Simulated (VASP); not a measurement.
The system is HfC.

```
Hf C
1.0
     3.28734   -0.03174   -0.00576
    -0.05498    5.50302   -0.03232
    -0.01038   -0.03361    5.73973
Hf C
4 4
Cartesian
  1.7286 1.1106 0.1344
  1.6869 0.9723 2.7604
  3.4394 3.7439 0.0630
  2.8598 3.3097 3.0475
  3.2954 1.7777 1.4367
  3.3427 1.7895 4.2113
  1.3199 4.4261 1.3818
  1.8002 4.5911 4.0203
```

| Quantity | Value |
| --- | --- |
| Program | VASP 6.6.1 |
| Task | relaxation of cell and atoms |
| Functional | PBE |
| Potentials or basis | VASP PAW PBE potentials, release 64 (Hf_pv, C) |
| Cutoff | 600 eV |
| k mesh | 6 × 4 × 4 |
| Occupations | gaussian, width 0.2 eV |
| Spin | no spin polarisation |

At the start: pressure 21.2 GPa; volume 12.98 Å³/atom.

Problem. Where does the relaxation end?

Solution. Over 33 steps the energy falls by 1337.9 meV/atom and the volume is 12.51 Å³/atom (-3.6 %); space group P1 (No. 1, to 0.1 Å) before, Fm-3m (No. 225, to 0.1 Å).

The path:
```csv
step,energy change (eV),largest force (eV/Å),pressure (GPa),volume (Å³)
1,0.0000,7.5795,21.19,103.82
2,-1.2078,2.3484,-26.21,131.31
3,-3.2912,2.2180,-13.45,116.25
4,-3.3019,2.3463,-12.51,115.65
5,-4.2814,2.0163,6.63,103.43
6,-4.2953,1.9941,4.13,104.59
7,-4.7538,1.1489,2.72,104.72
8,-4.7972,1.6371,2.99,104.72
9,-5.1407,1.3560,-2.46,108.25
10,-5.1696,1.4958,-3.79,109.55
11,-5.5328,1.6191,2.55,107.10
12,-5.5485,4.6307,24.66,99.98
13,-5.7268,3.3048,14.83,103.01
14,-5.7920,3.4015,15.05,102.96
15,-5.9980,3.6730,15.63,102.78
16,-6.4140,4.0955,16.49,102.29
17,-6.8859,4.4914,17.42,100.87
18,-7.3892,4.1349,12.11,101.93
19,-8.0814,3.2956,-0.43,104.66
20,-8.1101,3.1558,-2.79,105.24
21,-8.5099,2.9961,-3.21,104.93
22,-9.4791,2.4947,-3.69,103.89
23,-10.2420,2.1922,-1.11,101.45
24,-10.4293,1.5941,-0.68,100.88
25,-10.6111,0.4064,1.90,99.40
26,-10.6145,0.4312,1.45,99.59
27,-10.6809,0.2579,-0.09,100.16
28,-10.6979,0.1340,-1.29,100.63
29,-10.7020,0.0906,0.25,99.99
30,-10.7020,0.0905,0.25,99.99
31,-10.7028,0.0570,0.11,100.04
32,-10.7031,0.0335,-0.04,100.10
33,-10.7032,0.0161,0.01,100.08
```

Final structure:
```
Hf C
1.0
     3.13968   -0.07699    0.95699
    -0.16811    5.60428    0.95246
     1.51296    0.88172    6.31805
Hf C
4 4
Direct
  0.37500 0.12496 0.00011
  0.37499 0.12501 0.50001
  0.87498 0.62499 0.99990
  0.87489 0.62502 0.50001
  0.12489 0.37505 0.24998
  0.12501 0.37491 0.75003
  0.62505 0.87487 0.25013
  0.62518 0.87519 0.74984
```
